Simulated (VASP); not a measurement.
Wanted: the native input for a VASP 6.6.1 run.

```yaml
Task: single point
Functional: PBE
Dispersion: D3(BJ)
Potentials_or_basis: VASP PAW PBE potentials, release 64 (S)
Cutoff: 520 eV
k_mesh: 8 × 8 × 1
Occupations: gaussian, width 0.1 eV
Spin: no spin polarisation
Dipole_correction: yes
Further_INCAR_settings: ALGO = Normal; EDIFF = 1e-06; NBANDS = 13
```

The structure of S lies in POSCAR:

```
S
1.0
    2.3526667500      0.0000000000      0.0000000000
    0.0000000000      2.3526667500      0.0000000000
    0.0000000000      0.0000000000     18.0000000000
S
2
Direct
    0.5000000000      0.5000000000      0.4037500000
    0.0000000000      0.5000000000      0.5962500000
```

These files were run (other wordings do the same):

INCAR

```
PREC = Accurate
ENCUT = 520
EDIFF = 1E-6
ISMEAR = 0
SIGMA = 0.1
LREAL = F
LASPH = T
NELM = 100
ALGO = Normal
ISIF = 2
LWAVE = F
LCHARG = T
LDIPOL = T
IDIPOL = 3
DIPOL = 0.5 0.5 0.500
GGA = PE
IVDW = 12
LELF = T
LVHAR = T
LVACPOTAV = T
NBANDS = 13
```

KPOINTS

```
regular mesh
0
Gamma
  8 8 1
```

Potentials or basis: VASP PAW PBE potentials, release 64 (S).

Run with:

```bash
$ cat potpaw_PBE.64/S/POTCAR > POTCAR
$ mpirun -np 1 vasp_std > vasp.out
```

Results of the run:

| Quantity | Value |
| --- | --- |
| Largest force | 0.021 eV/Å |
| Band gap on the k mesh | zero (band 6 reaches 3.15 eV, above the bottom of band 7 at -1.95 eV) |
| Dispersion energy per atom | -0.228 eV |

Run time: 53 s on 1 thread of Intel Xeon 8259CL (shared host), peak memory 0.2 GiB.
